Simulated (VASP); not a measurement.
Write the native input for VASP 6.6.1 that does the following.

| Property | Result |
| --- | --- |
| Task | relaxation of cell and atoms |
| Functional | r2SCAN |
| Potentials or basis | VASP PAW PBE potentials, release 64 (As) |
| Cutoff | 600 eV |
| k mesh | 6 × 6 × 6 |
| Occupations | fermi-dirac, width 0.0106 eV |
| Spin | no spin polarisation |
| Dipole correction | no |
| Further INCAR settings | ALGO = Normal; EDIFF = 1e-07; IBRION = 2; EDIFFG = -0.03; NSW = 100; ISIF = 3 |

As:

```xyz
4
Lattice="-1.8402 0.0000 5.5561 0.0000 -4.5118 0.0000 1.8402 0.0000 5.5561" Properties=species:S:1:pos:R:3 pbc="T T T"
As    0.0000   -4.1057    1.0890
As    0.0000   -2.6619    6.6450
As    0.0000   -0.4061   10.0231
As    0.0000   -1.8498    4.4671
```

One way to write it, as run:

POSCAR

```
As
1.0
   -1.8401900500      0.0000000000      5.5560559000
    0.0000000000     -4.5117607200      0.0000000000
    1.8401900500      0.0000000000      5.5560559000
As
4
Direct
    0.0980000000      0.9100000000      0.0980000000
    0.5980000000      0.5900000000      0.5980000000
    0.9020000000      0.0900000000      0.9020000000
    0.4020000000      0.4100000000      0.4020000000
```

INCAR.step1

```
SYSTEM = As
  PREC = Accurate
  ENCUT = 600
  ISMEAR = -1
  SIGMA = 0.0106
  LREAL = .FALSE.
  LASPH = .TRUE.
  NELM = 60
  GGA = PE
  ALGO = Normal
  EDIFF = 1E-4
  LWAVE = .TRUE.
  LCHARG = .FALSE.
```

INCAR.step2

```
SYSTEM = As
  PREC = Accurate
  ENCUT = 600
  EDIFF = 1E-7
  ISMEAR = -1
  SIGMA = 0.0106
  LREAL = .FALSE.
  LASPH = .TRUE.
  NELM = 60
  ALGO = Normal
  ISIF = 3
  LWAVE = .FALSE.
  LCHARG = .FALSE.
  METAGGA = R2SCAN
  LMIXTAU = .TRUE.
  IBRION = 2
  NSW = 100
  EDIFFG = -0.03
  ISTART = 1
```

KPOINTS

```
regular mesh
0
G
  6 6 6
  0 0 0
```

Potentials or basis: VASP PAW PBE potentials, release 64 (As).

The run is started by

```sh
$ cat potpaw_PBE.64/As/POTCAR > POTCAR
$ cp INCAR.step1 INCAR
$ mpirun -np 1 vasp_std > vasp.out
$ cp INCAR.step2 INCAR
$ mpirun -np 1 vasp_std > vasp.out
```

It gave:

```
Relaxed volume                        : 24.52 Å³/atom
Relaxed cell                          : a = 5.977 Å, b = 4.706 Å, c = 5.977 Å, α = 90.00°, β = 35.69°, γ = 90.00°
Space group after relaxing (to 0.1 Å) : Cmce (No. 64)
Energy gained by relaxing             : 191.1 meV/atom
Ionic steps                           : 15
Pressure after relaxing               : 0.0 GPa
Largest force after relaxing          : 0.011 eV/Å
```

Caveat: the PAW data sets were made with another functional, which shifts forces and pressure a little.

Run time: 31 min on 1 thread of Intel(R) Xeon(R) 6975P-C (Granite Rapids) (shared host), peak memory 0.35 GiB.
